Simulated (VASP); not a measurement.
**Ti: single point with PBE**

The system is Ti.

```
Ti
1.0
     2.87715    0.00000    0.00000
    -1.43857    2.49168    0.00000
     0.00000    0.00000    4.56005
Ti
2
Direct
  0.33333 0.66667 0.25000
  0.66667 0.33333 0.75000
```

This cell differs from its parent crystal: volume scaled by 0.94, then relaxed in part.

| Quantity | Value |
| --- | --- |
| Program | VASP 6.6.1 |
| Task | single point |
| Functional | PBE |
| Potentials or basis | VASP PAW PBE potentials, release 64 (Ti_sv) |
| Cutoff | 500 eV |
| k mesh | 18 × 18 × 10 |
| Occupations | gaussian, width 0.1 eV |
| Spin | no spin polarisation |
| Dipole correction | no |
| Further INCAR settings | ALGO = Normal; EDIFF = 1e-06; NBANDS = 19 |

```yaml
Pressure: 7.4 GPa
Band_gap_on_the_k_mesh: zero (band 12 reaches 9.80 eV, above the bottom of band 13 at 8.67 eV)
```

Levels at points of the mesh, in eV from the Fermi level:
```csv
k point,band 10,band 11,band 12,band 13,band 14,band 15
"(0.00, 0.00, 0.00)",-2.85,0.80,0.80,0.92,0.93,1.34
"(0.50, 0.00, 0.00)",-2.35,-2.02,-0.57,0.48,0.67,1.26
"(0.00, 0.00, 0.50)",-4.42,0.07,0.07,0.70,0.70,0.70
"(0.50, 0.00, 0.50)",-2.72,-0.90,-0.90,1.49,1.49,1.84
```

Run time: 54 s on 1 thread of Intel Xeon 6975P-C (shared host), peak memory 0.23 GiB.
